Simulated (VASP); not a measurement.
A run of VASP 6.6.1 is set up as follows.

File INCAR:

```
ALGO = Normal ; EDIFF = 1E-6
ENCUT = 600 ; GGA = PE
GGA_COMPAT = False ; ISIF = 2
ISMEAR = -1 ; LASPH = True
LCHARG = False ; LREAL = False
LWAVE = False ; NBANDS = 7
NELM = 120 ; PREC = Accurate
SIGMA = 0.1
```

File KPOINTS:

```
k-points
0
Gamma
  16 16 16
```

The input POSCAR:

```
Mg
1.0
    0.0000000000      2.0157273470      2.0157273470
    2.0157273470      0.0000000000      2.0157273470
    2.0157273470      2.0157273470      0.0000000000
Mg
1
Direct
    0.0000000000      0.0000000000      0.0000000000
```

Potentials or basis: VASP PAW PBE potentials, release 64 (Mg).

Launch:

```sh
$ cat potpaw_PBE.64/Mg/POTCAR > POTCAR
$ mpirun -np 1 vasp_std > vasp.out
```

(1) Predict the band gap on the k mesh.

(2) What does it give for the pressure?

## Answers

(1) zero (bands 1 and 2 overlap by 2.95 eV).

(2) 23.9 GPa.

Caveat: the cell stands under pressure.
